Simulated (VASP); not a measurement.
# KI: single point with PBE

The system is KI.

```
CELL_PARAMETERS angstrom
4.38469 0.00000 0.00000
0.00000 4.38469 0.00000
0.00000 0.00000 4.38469
ATOMIC_POSITIONS crystal
K 0.00000 0.00000 0.00000
I 0.50000 0.50000 0.50000
```

This cell differs from its parent crystal: volume changed by +3%.

```yaml
Program: VASP 6.6.1
Task: single point
Functional: PBE
Potentials_or_basis: VASP PAW PBE potentials, release 64 (K_sv, I)
Cutoff: 520 eV
k_mesh: 6 × 6 × 6
Occupations: gaussian, width 0.01 eV
Spin: no spin polarisation
```

The pressure is -0.3 GPa and the band gap on the k mesh is 3.18 eV, indirect (least direct gap 3.50 eV).

Levels at points of the mesh, in eV from the valence-band top:
```csv
k point,band 5,band 6,band 7,band 8,band 9,band 10,band 11,band 12
"(0.00, 0.00, 0.00)",-11.00,-0.33,-0.33,-0.33,3.18,4.88,4.88,8.30
"(0.50, 0.00, 0.00)",-10.77,-2.06,-0.25,-0.25,5.32,6.22,6.73,7.09
"(0.50, 0.50, 0.00)",-10.71,-1.55,-1.55,0.00,3.96,5.67,6.81,6.81
"(0.50, 0.50, 0.50)",-10.57,-1.47,-1.47,-1.47,5.60,5.60,5.60,8.60
```

It took 19 s on 1 thread of Intel(R) Xeon(R) Platinum 8259CL CPU @ 2.50GHz (Skylake/Cascade Lake), on a shared host, peak memory 0.21 GiB.

Caveat: spin-orbit coupling is left out, which moves the levels of the heavy elements. A k mesh can miss the band edges.
